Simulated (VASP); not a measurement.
# C (R-3m) in VASP: further runs, part 2 of 2

VASP 6.6.1. Earlier steps stand in the parts before.

### 4 Single point, PBE+D3(BJ) (atoms displaced along a vibrational mode, the cell strained)

Contents of INCAR:

```
SYSTEM = C
PREC = Accurate ; ENCUT = 520
EDIFF = 1E-6 ; ISMEAR = 0
SIGMA = 0.05 ; LREAL = .False.
LASPH = .True. ; NELM = 100
ALGO = Normal ; ISIF = 2
LWAVE = .False. ; LCHARG = .False.
GGA = PE ; IVDW = 12
NBANDS = 11
```

Contents of KPOINTS:

```
Automatic mesh
0
Gamma
  15 15 15
  0 0 0
```

Contents of POSCAR:

```
C
1.0
    1.2016689031      0.6937838646      3.2769132065
   -1.2016689031      0.6937838646      3.2769132065
    0.0000000000     -1.3875677293      3.2769132064
C
2
Direct
    0.1760175946      0.1760175946      0.1760175946
    0.8239824054      0.8239824054      0.8239824054
```

Potentials or basis: VASP PAW PBE potentials, release 64 (C).

Launch:

```bash
> cat potpaw_PBE.64/C/POTCAR > POTCAR
> mpirun -np 1 vasp_std > vasp.out
```

OUTCAR:

```text
SYSTEM = C
   PREC = Accurate
   ENCUT = 520
   EDIFF = 1E-6
   ISMEAR = 0
   LREAL = .False.
   LASPH = .True.
   NELM = 100
   ISIF = 2
   GGA = PE
   IVDW = 12
 IVDW          = 12

 ion  position               nearest neighbor table
   1  0.176  0.176  0.176-   2 1.40   2 1.40   2 1.40
   2  0.824  0.824  0.824-   1 1.40   1 1.40   1 1.40

  LATTYP: Found a trigonal (rhomboedric) cell.
 ALAT       =     3.5585817914
 COS(alpha) =     0.7719417768

  Lattice vectors:

[... 520 lines left out ...]

 [... further k-points ...]

------------------------ aborting loop because EDIFF is reached ----------------------------------------

 Edisp (eV)   -0.31751

 E8    (eV) :    -0.0903

  FORCE on cell =-STRESS in cart. coord.  units (eV):
  Direction    XX          YY          ZZ          XY          YZ          ZX
  --------------------------------------------------------------------------------------
  -------------------------------------------------------------------------------------
  Total       3.84975     3.84975    -0.45308     0.00000     0.00000     0.00000
  in kB     376.28624   376.28624   -44.28564     0.00000     0.00000     0.00000
  external pressure =      236.10 kB  Pullay stress =        0.00 kB

 VOLUME and BASIS-vectors are now :
 -----------------------------------------------------------------------------
  energy-cutoff  :      520.00
  volume of cell :       16.39
      direct lattice vectors                 reciprocal lattice vectors
     1.201668903  0.693783865  3.276913207     0.416087991  0.240228514  0.101721746
    -1.201668903  0.693783865  3.276913207    -0.416087991  0.240228514  0.101721746
     0.000000000 -1.387567729  3.276913206     0.000000000 -0.480457028  0.101721746

 POSITION                                       TOTAL-FORCE (eV/Angst)
 -----------------------------------------------------------------------------------
      0.00000     -0.00000      1.73038         0.000000      0.000000     -3.037281
      0.00000     -0.00000      8.10036         0.000000     -0.000000      3.037281
 -----------------------------------------------------------------------------------
    total drift:                                0.000000     -0.000000      0.000000

  FREE ENERGIE OF THE ION-ELECTRON SYSTEM (eV)
  ---------------------------------------------------
  free  energy   TOTEN  =       -18.3519535595 eV

  energy  without entropy=      -18.3519535595  energy(sigma->0) =      -18.35195356
```

OSZICAR:

```text
N       E                     dE             d eps       ncg     rms          rms(c)
DAV:   1     0.618258295091E+01    0.61826E+01   -0.45629E+03  7808   0.667E+02
DAV:   2    -0.188469707506E+02   -0.25030E+02   -0.23632E+02  9681   0.134E+02
DAV:   3    -0.194275830287E+02   -0.58061E+00   -0.57951E+00  9484   0.167E+01
DAV:   4    -0.194294694527E+02   -0.18864E-02   -0.18863E-02  8665   0.120E+00
DAV:   5    -0.194294765581E+02   -0.71054E-05   -0.71058E-05  9704   0.682E-02    0.676E+00
DAV:   6    -0.183635324125E+02    0.10659E+01   -0.93755E-01  8642   0.562E+00    0.394E+00
DAV:   7    -0.180311600044E+02    0.33237E+00   -0.10356E+00  8884   0.595E+00    0.115E+00
DAV:   8    -0.180346569136E+02   -0.34969E-02   -0.21619E-02  8443   0.963E-01    0.127E-01
DAV:   9    -0.180343869229E+02    0.26999E-03   -0.73943E-04  9087   0.169E-01    0.536E-02
DAV:  10    -0.180344447797E+02   -0.57857E-04   -0.10925E-04  8681   0.757E-02    0.261E-02
DAV:  11    -0.180344459167E+02   -0.11370E-05   -0.64701E-06  9038   0.153E-02    0.328E-03
DAV:  12    -0.180344461030E+02   -0.18633E-06   -0.33980E-07  8494   0.452E-03
   1 F= -.18351954E+02 E0= -.18351954E+02  d E =-.382966E-12
```

It took 2.3 min on 1 thread of Intel Xeon 8259CL, shared host; peak memory 0.2 GiB.

Results:

| Item | Value |
| --- | --- |
| Free energy | -18.3520 eV |
| Pressure | 23.6 GPa |
| Largest force | 3.037 eV/Å |
| Dispersion energy per atom | -0.159 eV |

Forces in eV/Å, atoms in the order of the input:
```
C    0.000  0.000 -3.037
C    0.000  0.000  3.037
```

Stress tensor (GPa, compression positive):
```
37.63  0.00  0.00
 0.00 37.63  0.00
 0.00  0.00 -4.43
```

Caveat: the cell differs from its parent crystal (atoms displaced along a vibrational mode, the cell strained); the stress differs along the axes, from -4 to 38 GPa; forces of over 1 eV/Å act on the atoms, so gaps and moduli don't describe the material at rest.

### 5 Single point, PBE+D3(BJ) (atoms displaced along a vibrational mode, the cell strained)

Contents of INCAR:

```
SYSTEM = C
ALGO = Normal
EDIFF = 1E-6
ENCUT = 520
GGA = PE
ISIF = 2
ISMEAR = 0
IVDW = 12
LASPH = .True.
LCHARG = .False.
LREAL = .False.
LWAVE = .False.
NBANDS = 11
NELM = 80
PREC = Accurate
SIGMA = 0.05
```

Contents of KPOINTS:

```
k-points
0
Gamma
  15 15 15
  0 0 0
```

Contents of POSCAR:

```
C
1.0
    1.2016689031      0.6937838646      3.2769132065
   -1.2016689031      0.6937838646      3.2769132065
    0.0000000000     -1.3875677293      3.2769132064
C
2
Direct
    0.1571736412      0.1571736412      0.1571736412
    0.8428263588      0.8428263588      0.8428263588
```

Potentials or basis: VASP PAW PBE potentials, release 64 (C).

Launch:

```bash
> cat potpaw_PBE.64/C/POTCAR > POTCAR
> mpirun -np 1 vasp_std > vasp.out
```

OUTCAR:

```text
SYSTEM = C
   EDIFF = 1E-6
   ENCUT = 520
   GGA = PE
   ISIF = 2
   ISMEAR = 0
   IVDW = 12
   LASPH = .True.
   LREAL = .False.
   NELM = 80
   PREC = Accurate
 IVDW          = 12

 ion  position               nearest neighbor table
   1  0.157  0.157  0.157-   2 1.40   2 1.40   2 1.40
   2  0.843  0.843  0.843-   1 1.40   1 1.40   1 1.40

  LATTYP: Found a trigonal (rhomboedric) cell.
 ALAT       =     3.5585817914
 COS(alpha) =     0.7719417768

  Lattice vectors:

 A1 = (   1.2016689031,   0.6937838646,   3.2769132065)
 A2 = (  -1.2016689031,   0.6937838646,   3.2769132065)
 A3 = (   0.0000000000,  -1.3875677293,   3.2769132064)

Analysis of symmetry for initial positions (statically):
=====================================================================
 Subroutine PRICEL returns:
 Original cell was already a primitive cell.

 Routine SETGRP: Setting up the symmetry group for a
 trigonal (rhombohedral) supercell.

 Subroutine GETGRP returns: Found 12 space group operations
 (whereof 12 operations were pure point group operations)
 out of a pool of 12 trial point group operations.

The static configuration has the point symmetry D_3d.

Analysis of symmetry for dynamics (positions and initial velocities):
=====================================================================
 Subroutine PRICEL returns:
 Original cell was already a primitive cell.

 Routine SETGRP: Setting up the symmetry group for a
 trigonal (rhombohedral) supercell.

 Subroutine GETGRP returns: Found 12 space group operations
 (whereof 12 operations were pure point group operations)
 out of a pool of 12 trial point group operations.

The dynamic configuration has the point symmetry D_3d.

 Subroutine INISYM returns: Found 12 space group operations
 (whereof 12 operations are pure point group operations),
 and found     1 'primitive' translations

[... 120 lines left out ...]
   LHFCALC =     F    Hartree Fock is set to
   AEXX    =    0.0000 exact exchange contribution
   IVDW    =    12    specifies the selected vdW correction
   LEPSILON=     F    determine dielectric tensor
   LRPA    =     F    only Hartree local field effects (RPA)
 non-spin polarized calculation
 Gauss-broadening in eV      SIGMA  =   0.05
  energy-cutoff  :      520.00
  volume of cell :       16.39
 maximum number of plane-waves:       462
   NGX = 13   NGY = 13   NGZ = 13

 number of electron       8.0000000 magnetization

 Free energy of the ion-electron system (eV)
  ---------------------------------------------------
  ext. energy  EPLUGINS =         0.00000000
  ---------------------------------------------------
  free energy    TOTEN  =       -18.03700898 eV

  energy without entropy =      -18.03700898  energy(sigma->0) =      -18.03700898

 E-fermi :   5.1248     XC(G=0): -10.6908

 val. band max:        4.8729957312   @ k =  -0.2000   0.4000   0.0667
 cond. band min:       5.8608523261   @ k =  -0.2000   0.4000   0.0667
 fundamental gap:      0.9878565949
 Fermi energy:         5.1247907566

 k-point     1 :       0.0000    0.0000    0.0000
  band No.  band energies     occupation
      1     -14.8517      2.00000
      2      -1.4459      2.00000
      3       2.7282      2.00000
      4       2.7282      2.00000
      5       8.7323      0.00000
      6      14.2095      0.00000
      7      14.2095      0.00000
      8      18.1811      0.00000
      9      19.6626      0.00000
     10      29.1043      0.00000
     11      32.7350      0.00000
[... 309 lines left out ...]
 k-point    24 :       0.2000    0.1333    0.0000
  band No.  band energies     occupation
      1     -14.0348      2.00000
      2      -0.9546      2.00000
      3       0.2818      2.00000
      4       1.2030      2.00000
      5      10.0255      0.00000
      6      14.5398      0.00000
      7      15.9884      0.00000
      8      16.7051      0.00000
      9      21.0373      0.00000
     10      27.3032      0.00000
     11      30.9215      0.00000

 [... further k-points ...]

------------------------ aborting loop because EDIFF is reached ----------------------------------------

 Edisp (eV)   -0.31739

 E8    (eV) :    -0.0902

  FORCE on cell =-STRESS in cart. coord.  units (eV):
  Direction    XX          YY          ZZ          XY          YZ          ZX
  --------------------------------------------------------------------------------------
  -------------------------------------------------------------------------------------
  Total       3.87194     3.87194    -0.56266     0.00000     0.00000     0.00000
  in kB     378.45503   378.45503   -54.99632     0.00000     0.00000     0.00000
  external pressure =      233.97 kB  Pullay stress =        0.00 kB

 VOLUME and BASIS-vectors are now :
 -----------------------------------------------------------------------------
  energy-cutoff  :      520.00
  volume of cell :       16.39
      direct lattice vectors                 reciprocal lattice vectors
     1.201668903  0.693783865  3.276913207     0.416087991  0.240228514  0.101721746
    -1.201668903  0.693783865  3.276913207    -0.416087991  0.240228514  0.101721746
     0.000000000 -1.387567729  3.276913206     0.000000000 -0.480457028  0.101721746

 POSITION                                       TOTAL-FORCE (eV/Angst)
 -----------------------------------------------------------------------------------
      0.00000     -0.00000      1.54513         0.000000     -0.000000      2.999387
      0.00000     -0.00000      8.28561         0.000000      0.000000     -2.999387
 -----------------------------------------------------------------------------------
    total drift:                                0.000000     -0.000000      0.000000

  FREE ENERGIE OF THE ION-ELECTRON SYSTEM (eV)
  ---------------------------------------------------
  free  energy   TOTEN  =       -18.3543948257 eV

  energy  without entropy=      -18.3543948257  energy(sigma->0) =      -18.35439483
```

OSZICAR:

```text
N       E                     dE             d eps       ncg     rms          rms(c)
DAV:   1     0.615595275455E+01    0.61560E+01   -0.45533E+03  7803   0.667E+02
DAV:   2    -0.188585750638E+02   -0.25015E+02   -0.23622E+02  9955   0.134E+02
DAV:   3    -0.194238802797E+02   -0.56531E+00   -0.56407E+00  9673   0.165E+01
DAV:   4    -0.194256808937E+02   -0.18006E-02   -0.18005E-02  8733   0.113E+00
DAV:   5    -0.194256873697E+02   -0.64760E-05   -0.64760E-05  9705   0.623E-02    0.676E+00
DAV:   6    -0.183638120227E+02    0.10619E+01   -0.90440E-01  8884   0.561E+00    0.394E+00
DAV:   7    -0.180328715673E+02    0.33094E+00   -0.10022E+00  9366   0.596E+00    0.115E+00
DAV:   8    -0.180371516429E+02   -0.42801E-02   -0.25318E-02  8412   0.101E+00    0.125E-01
DAV:   9    -0.180369338432E+02    0.21780E-03   -0.70182E-04  9310   0.170E-01    0.538E-02
DAV:  10    -0.180370069911E+02   -0.73148E-04   -0.11581E-04  8695   0.753E-02    0.266E-02
DAV:  11    -0.180370087722E+02   -0.17811E-05   -0.72627E-06  9278   0.160E-02    0.255E-03
DAV:  12    -0.180370089750E+02   -0.20282E-06   -0.42452E-07  8566   0.492E-03
   1 F= -.18354395E+02 E0= -.18354395E+02  d E =-.972484E-15
```

Run time: 2.3 min. Hardware: 1 thread of Intel Xeon 8259CL, shared host; peak memory 0.2 GiB.

Results:

```
Free energy                : -18.3544 eV
Pressure                   : 23.4 GPa
Largest force              : 2.999 eV/Å
Dispersion energy per atom : -0.159 eV
```

Forces in eV/Å, atoms in the order of the input:
```
C    0.000  0.000  2.999
C    0.000  0.000 -2.999
```

Stress tensor (GPa, compression positive):
```
37.85  0.00  0.00
 0.00 37.85  0.00
 0.00  0.00 -5.50
```

Caveat: the cell differs from its parent crystal (atoms displaced along a vibrational mode, the cell strained); the stress differs along the axes, from -5 to 38 GPa; forces of over 1 eV/Å act on the atoms, so gaps and moduli don't describe the material at rest.

### 6 Single point, PBE+D3(BJ) (atoms displaced along a vibrational mode, the cell strained)

Contents of INCAR:

```
SYSTEM = C
ALGO = Normal
EDIFF = 1E-6
ENCUT = 520
GGA = PE
ISIF = 2
ISMEAR = 0
IVDW = 12
LASPH = .TRUE.
LCHARG = .FALSE.
LREAL = .FALSE.
LWAVE = .FALSE.
NBANDS = 11
NELM = 100
PREC = Accurate
SIGMA = 0.05
```

Contents of KPOINTS:

```
k-points
0
G
  15 15 15
  0 0 0
```

Contents of POSCAR:

```
C
1.0
    1.2016689031      0.6937838646      3.2769132065
   -1.2016689031      0.6937838646      3.2769132065
    0.0000000000     -1.3875677293      3.2769132064
C
2
Direct
    0.1609424319      0.1609424319      0.1609424319
    0.8390575681      0.8390575681      0.8390575681
```

Potentials or basis: VASP PAW PBE potentials, release 64 (C).

Launch:

```bash
> cat potpaw_PBE.64/C/POTCAR > POTCAR
> mpirun -np 1 vasp_std > vasp.out
```

Wall time 2 min (1 thread of Intel Xeon 8259CL, shared host); peak memory 0.2 GiB.

It converged, with:

* Free energy: -18.5320 eV
* Pressure: 25.3 GPa
* Largest force: 1.795 eV/Å
* Dispersion energy per atom: -0.159 eV

Forces in eV/Å, atoms in the order of the input:
```
C    0.000  0.000  1.795
C    0.000  0.000 -1.795
```

Stress tensor (GPa, compression positive):
```
38.73  0.00  0.00
 0.00 38.73  0.00
 0.00  0.00 -1.46
```

Caveat: the cell differs from its parent crystal (atoms displaced along a vibrational mode, the cell strained); the stress differs along the axes, from -1 to 39 GPa; forces of over 1 eV/Å act on the atoms, so gaps and moduli don't describe the material at rest.

### 7 Summary

```csv
cell,pressure (GPa),largest force (eV/Å)
"as given, atomic positions A",25.4,1.81
"as given, atomic positions B",26.4,0.60
"as given, atomic positions C",23.6,3.04
"as given, atomic positions D",23.4,3.00
"as given, atomic positions E",25.3,1.79
```

Alike in all rows: task single point; level PBE+D3(BJ); potentials or basis VASP PAW PBE potentials, release 64 (C); no spin polarisation; k mesh 15 × 15 × 15; cutoff (eV) 520; smearing gaussian 0.05 eV.

Caveats: forces of over 1 eV/Å act on the atoms, so gaps and moduli don't describe the material at rest (at least some runs); the stress differs along the axes, from -1 to 39 GPa (at least some runs); the stress differs along the axes, from 1 to 39 GPa (at least some runs); the stress differs along the axes, from -4 to 38 GPa (at least some runs); the stress differs along the axes, from -5 to 38 GPa (at least some runs).

Total energies depend on the potentials used, so only differences within one code and one set of settings carry meaning.
